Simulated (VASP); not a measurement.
The system is C.

```
CELL_PARAMETERS angstrom
2.44821 0.00000 0.00000
-1.22410 2.12021 0.00000
0.00000 0.00000 3.54258
ATOMIC_POSITIONS crystal
C 0.33333 0.66667 0.00000
C 0.66667 0.33333 0.00000
```

* Program: VASP 6.6.1
* Task: relaxation of shape and atoms at fixed volume
* Functional: PBE
* Dispersion: D3(BJ)
* Potentials or basis: VASP PAW PBE potentials, release 64 (C)
* Cutoff: 600 eV
* k mesh: 18 × 18 × 12
* Occupations: fermi-dirac, width 0.15 eV
* Spin: no spin polarisation

At the start: pressure 5.8 GPa; volume 9.19 Å³/atom.

Question: How do energy, volume and symmetry change on relaxing?

Answer: Over 3 steps the energy falls by 3.4 meV/atom; space group P6/mmm (No. 191, to 0.1 Å) before and after.

The path:
| step | energy change (eV) | largest force (eV/Å) | pressure (GPa) | volume (Å³) |
| --- | --- | --- | --- | --- |
| 1 | 0.0000 | 0.0000 | 5.83 | 18.39 |
| 2 | -0.0062 | 0.0000 | -1.04 | 18.39 |
| 3 | -0.0067 | 0.0000 | 0.37 | 18.39 |

Final structure:
```yaml
crystal:
  lattice:
    - [2.46424, 0.00000, 0.00000]
    - [-1.23212, 2.13409, 0.00000]
    - [0.00000, 0.00000, 3.49664]
  atoms:
    - { symbol: C, position: [0.33333, 0.66667, 0.00000] }
    - { symbol: C, position: [0.66667, 0.33333, 0.00000] }
```
